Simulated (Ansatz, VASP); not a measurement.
## One calculation of Pt, two programs

```
Pt
1.0
    -1.60798    1.60798    1.53669
     1.60798   -1.60798    1.53669
     1.60798    1.60798   -1.53669
Pt
1
Direct
  0.00000 0.00000 0.00000
```

Change from the starting cell: strain +0.015 along x and y, -0.030 along z, atoms carried along.

Alike in both runs: task single point; functional r2SCAN; k mesh 22 × 22 × 22; occupations gaussian, width 0.15 eV; no spin polarisation.

|  | VASP | Ansatz |
| --- | --- | --- |
| version | VASP 6.6.1 | Ansatz 0.2.0 |
| potentials or method | VASP PAW PBE potentials, release 64 (Pt), cutoff 520 eV | scalar-relativistic, plane waves, PAW |
| valence electrons in the cell | 10 | 18 |

```csv
,VASP,Ansatz,Ansatz less VASP
gap on the k mesh at the Fermi level (eV),none,none,-
pressure (GPa),-6.0,-6.5,-0.52
"traceless stress, the component that is largest in VASP (GPa)",-2.90,-2.88,+0.022
```

VASP's potentials were made for PBE, not for r2SCAN. A gap of «none» marks a metal or a gap that the smearing closes. VASP's potentials hold 10 valence electrons a cell and Ansatz's 18, so a difference there can come from the potentials and not from the codes.

Neither program's run includes spin-orbit coupling.
